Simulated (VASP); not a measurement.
SrO, 2 atoms in the cell. It takes space group Fm-3m (No. 225, cubic). The conventional cell has a = 5.160 Å, b = 5.160 Å, c = 5.160 Å, α = 90.00°, β = 90.00°, γ = 90.00°. Sr (site symmetry m-3m) has 6 O at 2.58 Å within 3.4 Å. O (site symmetry m-3m) has 6 Sr at 2.58 Å within 3.4 Å. 

| Quantity | Value |
| --- | --- |
| Program | VASP 6.6.1 |
| Task | single point |
| Functional | PBEsol |
| Dispersion | D4 |
| Potentials or basis | VASP PAW PBE potentials, release 64 (Sr_sv, O) |
| Cutoff | 520 eV |
| k mesh | 6 × 6 × 6 |
| Occupations | gaussian, width 0.01 eV |
| Spin | no spin polarisation |
| Dipole correction | no |
| Further INCAR settings | ALGO = Normal; EDIFF = 1e-06; NBANDS = 15 |

Potentials or basis: VASP PAW PBE potentials, release 64 (Sr_sv, O).

Command:

```bash
$ cat potpaw_PBE.64/Sr_sv/POTCAR potpaw_PBE.64/O/POTCAR > POTCAR
$ mpirun -np 1 vasp_std > vasp.out
```

Hardware: 1 thread of AMD EPYC 7R43 64-Core Processor (Zen 3), with other jobs on the host.

Estimate the wall time of this run.

It took 16 s on 1 thread of AMD EPYC 7R43 64-Core Processor (Zen 3) (shared host), peak memory 0.12 GiB. Counts: scf iterations 13, k points 16.
